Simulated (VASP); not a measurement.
Input of a VASP 6.6.1 run:

Contents of INCAR:

```
SYSTEM = Cu
PREC = Accurate
ENCUT = 520
EDIFF = 1E-7
ISMEAR = -1
SIGMA = 0.05
LREAL = .FALSE.
LASPH = .TRUE.
NELM = 100
ALGO = Normal
ISIF = 2
LWAVE = .FALSE.
LCHARG = .FALSE.
GGA = B5
ALDAX = 1.0
AGGAX = 1.0
AGGAC = 1.0
ALDAC = 0.0
NBANDS = 12
```

The input KPOINTS:

```
regular mesh
0
G
  13 13 13
  0 0 0
```

The input POSCAR:

```
Cu
1.0
   -1.5469564782      1.5469564782      1.3364909735
    1.5469564782     -1.5469564782      1.3364909735
    1.5469564782      1.5469564782     -1.3364909735
Cu
1
Direct
    0.0000000000      0.0000000000      0.0000000000
```

Potentials or basis: VASP PAW PBE potentials, release 64 (Cu).

Run with:

```sh
$ cat potpaw_PBE.64/Cu/POTCAR > POTCAR
$ mpirun -np 1 vasp_std > vasp.out
```

Task: Predict the pressure.

Result: 0.6 GPa.

Stress tensor (GPa, compression positive):
```
0.55 0.00 0.00
0.00 0.55 0.00
0.00 0.00 0.74
```

Caveat: the PAW data sets were made with another functional, which shifts forces and pressure a little.
